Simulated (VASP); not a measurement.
# BaS (Fm-3m) in VASP: a series of runs, part 2 of 2

VASP 6.6.1.

## Step 4: Single point, LDA

File INCAR:

```
  PREC = Accurate
  ENCUT = 520
  EDIFF = 1E-6
  ISMEAR = 0
  SIGMA = 0.01
  LREAL = F
  LASPH = T
  NELM = 80
  ALGO = Normal
  ISIF = 2
  LWAVE = F
  LCHARG = F
  GGA = CA
  NBANDS = 15
```

File KPOINTS:

```
Automatic mesh
0
Gamma
  4 4 4
```

File POSCAR:

```
BaS
1.0
    0.0000000000      3.2117958731      3.2117958731
    3.2117958731      0.0000000000      3.2117958731
    3.2117958731      3.2117958731      0.0000000000
Ba S
1 1
Direct
    0.0000000000      0.0000000000      0.0000000000
    0.5000000000      0.5000000000      0.5000000000
```

Potentials or basis: VASP PAW LDA potentials, release 64 (Ba_sv, S).

Launch:

```
cat potpaw_LDA.64/Ba_sv/POTCAR potpaw_LDA.64/S/POTCAR > POTCAR
mpirun -np 1 vasp_std > vasp.out
```

OUTCAR:

```text
PREC = Accurate
   ENCUT = 520
   EDIFF = 1E-6
   ISMEAR = 0
   LREAL = F
   LASPH = T
   NELM = 80
   ISIF = 2
   GGA = CA

 ion  position               nearest neighbor table
   1  0.000  0.000  0.000-   2 3.21   2 3.21   2 3.21   2 3.21   2 3.21   2 3.21
   2  0.500  0.500  0.500-   1 3.21   1 3.21   1 3.21   1 3.21   1 3.21   1 3.21

  LATTYP: Found a face centered cubic cell.
 ALAT       =     6.4235917462

  Lattice vectors:
[... 311 lines left out ...]
     14      10.3711      0.00000
     15      11.4699      0.00000

------------------------ aborting loop because EDIFF is reached ----------------------------------------

  FORCE on cell =-STRESS in cart. coord.  units (eV):
  Direction    XX          YY          ZZ          XY          YZ          ZX
  --------------------------------------------------------------------------------------
  -------------------------------------------------------------------------------------
  Total       -1.0246896     -1.0246896     -1.0246896     -0.0000000      0.0000000      0.0000000
  in kB      -24.7758815    -24.7758815    -24.7758815     -0.0000000      0.0000000      0.0000000
  external PRESSURE =     -24.7758815 kB  Pullay stress =       0.0000000 kB

 VOLUME and BASIS-vectors are now :
 -----------------------------------------------------------------------------
  energy-cutoff  :      520.00
  volume of cell :       66.26
      direct lattice vectors                 reciprocal lattice vectors
     0.000000000  3.211795873  3.211795873    -0.155676145  0.155676145  0.155676145
     3.211795873  0.000000000  3.211795873     0.155676145 -0.155676145  0.155676145
     3.211795873  3.211795873  0.000000000     0.155676145  0.155676145 -0.155676145

 POSITION                                       TOTAL-FORCE (eV/Angst)
 -----------------------------------------------------------------------------------
      0.00000      0.00000      0.00000        -0.000000      0.000000      0.000000
      3.21180      3.21180      3.21180         0.000000     -0.000000     -0.000000
 -----------------------------------------------------------------------------------
    total drift:                                0.000000      0.000000      0.000000

  FREE ENERGIE OF THE ION-ELECTRON SYSTEM (eV)
  ---------------------------------------------------
  free  energy   TOTEN  =       -11.1389207076 eV

  energy  without entropy=      -11.1389207076  energy(sigma->0) =      -11.13892071
```

OSZICAR:

```text
N       E                     dE             d eps       ncg     rms          rms(c)
DAV:   1     0.819409849238E+02    0.81941E+02   -0.70201E+03   240   0.945E+02
DAV:   2    -0.657460994754E+01   -0.88516E+02   -0.79552E+02   332   0.161E+02
DAV:   3    -0.115622430405E+02   -0.49876E+01   -0.49493E+01   318   0.417E+01
DAV:   4    -0.116722990574E+02   -0.11006E+00   -0.11003E+00   320   0.643E+00
DAV:   5    -0.116758180329E+02   -0.35190E-02   -0.35190E-02   311   0.933E-01    0.474E+00
DAV:   6    -0.111666314279E+02    0.50919E+00   -0.69651E-01   275   0.485E+00    0.327E+00
DAV:   7    -0.111440216581E+02    0.22610E-01   -0.13754E-01   290   0.200E+00    0.191E+00
DAV:   8    -0.111396713719E+02    0.43503E-02   -0.20465E-02   268   0.794E-01    0.222E-01
DAV:   9    -0.111387576342E+02    0.91374E-03   -0.23851E-03   289   0.282E-01    0.148E-01
DAV:  10    -0.111389261770E+02   -0.16854E-03   -0.20990E-04   275   0.972E-02    0.285E-02
DAV:  11    -0.111389200290E+02    0.61480E-05   -0.34492E-05   317   0.324E-02    0.114E-02
DAV:  12    -0.111389207076E+02   -0.67856E-06   -0.29735E-06   282   0.935E-03
   1 F= -.11138921E+02 E0= -.11138921E+02  d E =-.107159E-16
```

stdout:

```text
POSCAR found type information on POSCAR BaS
 POSCAR found :  2 types and       2 ions
 scaLAPACK will be used
 LDA part: xc-table for (Slater(with rela. corr.)+CA(PZ))
 , standard interpolation
 POSCAR, INCAR and KPOINTS ok, starting setup
 FFT: planning ... GRIDC
 FFT: planning ... GRID_SOFT
 FFT: planning ... GRID
 WAVECAR not read
 entering main loop
```

Wall time 3.9 s (1 thread of Intel Xeon 6975P-C (Granite Rapids), shared host); peak memory 0.16 GiB.

Results:

- Free energy: -11.1389 eV
- Pressure: -2.5 GPa
- Band gap on the k mesh: 1.92 eV, indirect (least direct gap 2.07 eV)

Levels at points of the mesh, in eV from the valence-band top:
| k point | band 6 | band 7 | band 8 | band 9 | band 10 | band 11 |
| --- | --- | --- | --- | --- | --- | --- |
| (0.00, 0.00, 0.00) | 0.00 | 0.00 | 0.00 | 3.23 | 3.69 | 3.69 |
| (0.50, 0.00, 0.00) | -1.99 | -1.09 | -1.09 | 5.33 | 5.41 | 6.10 |
| (0.50, 0.50, 0.00) | -0.56 | -0.15 | -0.15 | 1.92 | 5.73 | 5.81 |

Caveat: the k points lie up to 0.42 Å⁻¹ apart; spin-orbit coupling is left out, which moves the levels of the heavy elements.

## Step 5: Single point, r2SCAN

POSCAR is that of step 4.

File INCAR.step1:

```
PREC = Accurate
ENCUT = 520
ISMEAR = 0
SIGMA = 0.01
LREAL = False
LASPH = True
NELM = 60
NBANDS = 15
GGA = PE
ALGO = Normal
EDIFF = 1E-4
LWAVE = True
LCHARG = False
```

File INCAR.step2:

```
PREC = Accurate
ENCUT = 520
EDIFF = 1E-6
ISMEAR = 0
SIGMA = 0.01
LREAL = False
LASPH = True
NELM = 60
ALGO = Normal
ISIF = 2
LWAVE = False
LCHARG = False
METAGGA = R2SCAN
LMIXTAU = True
NBANDS = 15
ISTART = 1
```

File KPOINTS:

```
regular mesh
0
Gamma
  4 4 4
```

Potentials or basis: VASP PAW PBE potentials, release 64 (Ba_sv, S).

Launch:

```
cat potpaw_PBE.64/Ba_sv/POTCAR potpaw_PBE.64/S/POTCAR > POTCAR
cp INCAR.step1 INCAR
mpirun -np 1 vasp_std > vasp.out
cp INCAR.step2 INCAR
mpirun -np 1 vasp_std > vasp.out
```

OUTCAR:

```text
PREC = Accurate
   ENCUT = 520
   EDIFF = 1E-6
   ISMEAR = 0
   LREAL = False
   LASPH = True
   NELM = 60
   ISIF = 2
   METAGGA = R2SCAN
   ISTART = 1

 ion  position               nearest neighbor table
   1  0.000  0.000  0.000-   2 3.21   2 3.21   2 3.21   2 3.21   2 3.21   2 3.21
   2  0.500  0.500  0.500-   1 3.21   1 3.21   1 3.21   1 3.21   1 3.21   1 3.21

  LATTYP: Found a face centered cubic cell.
 ALAT       =     6.4235917462

  Lattice vectors:

 A1 = (   0.0000000000,   3.2117958731,   3.2117958731)
 A2 = (   3.2117958731,   0.0000000000,   3.2117958731)
 A3 = (   3.2117958731,   3.2117958731,   0.0000000000)

Analysis of symmetry for initial positions (statically):
=====================================================================
 Subroutine PRICEL returns:
 Original cell was already a primitive cell.

 Routine SETGRP: Setting up the symmetry group for a
 face centered cubic supercell.

 Subroutine GETGRP returns: Found 48 space group operations
 (whereof 48 operations were pure point group operations)
 out of a pool of 48 trial point group operations.

The static configuration has the point symmetry O_h .

Analysis of symmetry for dynamics (positions and initial velocities):
[... 159 lines left out ...]
      8       1.1369      2.00000
      9       5.2674      0.00000
     10       5.4369      0.00000
     11       5.4369      0.00000
     12       5.4369      0.00000
     13       6.4577      0.00000
     14       6.4577      0.00000
[... 113 lines left out ...]
      2     -10.9146      2.00000
      3     -10.6925      2.00000
      4     -10.6925      2.00000
      5      -8.9884      2.00000
      6       0.0516      2.00000
      7       0.6419      2.00000
      8       0.6419      2.00000
      9       5.8274      0.00000
     10       5.8274      0.00000
     11       7.9847      0.00000
     12       8.6323      0.00000
     13       9.1113      0.00000
     14      11.3424      0.00000
     15      12.3164      0.00000

------------------------ aborting loop because EDIFF is reached ----------------------------------------

  FORCE on cell =-STRESS in cart. coord.  units (eV):
  Direction    XX          YY          ZZ          XY          YZ          ZX
  --------------------------------------------------------------------------------------
  -------------------------------------------------------------------------------------
  Total        0.2547749      0.2547749      0.2547749     -0.0000000     -0.0000000     -0.0000000
  in kB        6.1601809      6.1601809      6.1601809     -0.0000000     -0.0000000     -0.0000000
  external PRESSURE =       6.1601809 kB  Pullay stress =       0.0000000 kB

 VOLUME and BASIS-vectors are now :
 -----------------------------------------------------------------------------
  energy-cutoff  :      520.00
  volume of cell :       66.26
      direct lattice vectors                 reciprocal lattice vectors
     0.000000000  3.211795873  3.211795873    -0.155676145  0.155676145  0.155676145
     3.211795873  0.000000000  3.211795873     0.155676145 -0.155676145  0.155676145
     3.211795873  3.211795873  0.000000000     0.155676145  0.155676145 -0.155676145

 POSITION                                       TOTAL-FORCE (eV/Angst)
 -----------------------------------------------------------------------------------
      0.00000      0.00000      0.00000         0.000000      0.000000     -0.000000
      3.21180      3.21180      3.21180         0.000000     -0.000000      0.000000
 -----------------------------------------------------------------------------------
    total drift:                                0.000000      0.000000      0.000000

  FREE ENERGIE OF THE ION-ELECTRON SYSTEM (eV)
  ---------------------------------------------------
  free  energy   TOTEN  =       -39.2017324130 eV

  energy  without entropy=      -39.2017324130  energy(sigma->0) =      -39.20173241
```

OUTCAR.step1:

```text
PREC = Accurate
   ENCUT = 520
   ISMEAR = 0
   LREAL = False
   LASPH = True
[... 347 lines left out ...]
      0.00000      0.00000      0.00000         0.000000      0.000000      0.000000
      3.21180      3.21180      3.21180        -0.000000     -0.000000     -0.000000
 -----------------------------------------------------------------------------------
    total drift:                                0.000000      0.000000      0.000000

  FREE ENERGIE OF THE ION-ELECTRON SYSTEM (eV)
  ---------------------------------------------------
  free  energy   TOTEN  =       -10.1873125564 eV

  energy  without entropy=      -10.1873125564  energy(sigma->0) =      -10.18731256
```

Run time: 31 s. Hardware: 1 thread of Intel Xeon 6975P-C (Granite Rapids), shared host; peak memory 0.21 GiB.

Results:

```yaml
Free_energy: -39.2017 eV
Pressure: 0.6 GPa
Band_gap_on_the_k_mesh: 2.49 eV, indirect (least direct gap 2.63 eV)
```

Levels at points of the mesh, in eV from the valence-band top:
```tsv
k point	band 4	band 5	band 6	band 7	band 8	band 9	band 10	band 11	band 12	band 13
(0.00, 0.00, 0.00)	-11.51	-10.77	0.00	0.00	0.00	4.13	4.30	4.30	4.30	5.32
(0.50, 0.00, 0.00)	-11.54	-9.51	-1.88	-1.05	-1.05	5.97	6.08	6.78	6.78	9.49
(0.50, 0.50, 0.00)	-11.69	-10.68	-0.54	-0.14	-0.14	2.49	6.47	6.61	7.95	7.95
```

Caveat: the k points lie up to 0.42 Å⁻¹ apart; the PAW data sets were made with another functional, which shifts forces and pressure a little; spin-orbit coupling is left out, which moves the levels of the heavy elements.

## Step 6: Overview

```tsv
level	potentials or basis	gap on the mesh (eV)	pressure (GPa)
PBE	VASP PAW PBE potentials, release 64 (Ba_sv, S)	2.13	0.7
LDA	VASP PAW LDA potentials, release 64 (Ba_sv, S)	1.92	-2.5
r2SCAN	VASP PAW PBE potentials, release 64 (Ba_sv, S)	2.49	0.6
```

Alike in all rows: task single point; no spin polarisation; cell as given; k mesh 4 × 4 × 4; cutoff (eV) 520; smearing gaussian 0.01 eV.

Caveats: all runs use coarse meshes; spin-orbit coupling is left out, which moves the levels of the heavy elements; the PAW data sets were made with another functional, which shifts forces and pressure a little (some runs).

Absolute energies hang on the potentials; compare differences alone.
